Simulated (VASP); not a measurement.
Write the native input for VASP 6.6.1 that does the following.

* Task: single point
* Functional: PBE
* Potentials or basis: VASP PAW PBE potentials, release 64 (Hf_pv, O)
* Cutoff: 520 eV
* k mesh: 6 × 6 × 8
* Occupations: gaussian, width 0.02 eV
* Spin: no spin polarisation
* Dipole correction: no
* Further INCAR settings: ALGO = Normal; EDIFF = 1e-07; NBANDS = 31

The structure of HfO2 lies in POSCAR:

```
HfO2
1.0
    4.7806946026      0.0000000000      0.0000000000
    0.0000000000      4.7806946026      0.0000000000
    0.0000000000      0.0000000000      3.2018443207
Hf O
2 4
Direct
    0.0000000000      0.0000000000      0.0000000000
    0.5000000000      0.5000000000      0.5000000000
    0.1954195479      0.8045804521      0.5000000000
    0.3045804521      0.3045804521      0.0000000000
    0.6954195479      0.6954195479      0.0000000000
    0.8045804521      0.1954195479      0.5000000000
```

One way to write it, as run:

INCAR

```
PREC = Accurate
ENCUT = 520
EDIFF = 1E-7
ISMEAR = 0
SIGMA = 0.02
LREAL = False
LASPH = True
NELM = 80
ALGO = Normal
ISIF = 2
LWAVE = False
LCHARG = False
GGA = PE
NBANDS = 31
```

KPOINTS

```
Automatic mesh
0
Gamma
  6 6 8
```

Potentials or basis: VASP PAW PBE potentials, release 64 (Hf_pv, O).

Launch:

```bash
$ cat potpaw_PBE.64/Hf_pv/POTCAR potpaw_PBE.64/O/POTCAR > POTCAR
$ mpirun -np 1 vasp_std > vasp.out
```

Results of the run:

```
Pressure               : 9.0 GPa
Largest force          : 0.047 eV/Å
Band gap on the k mesh : 4.02 eV
```

Caveat: the cell stands under pressure; spin-orbit coupling is left out, which moves the levels of the heavy elements.

Wall time 120 s on 1 thread of Intel Xeon 8259CL, with other jobs on the host, peak memory 0.24 GiB.
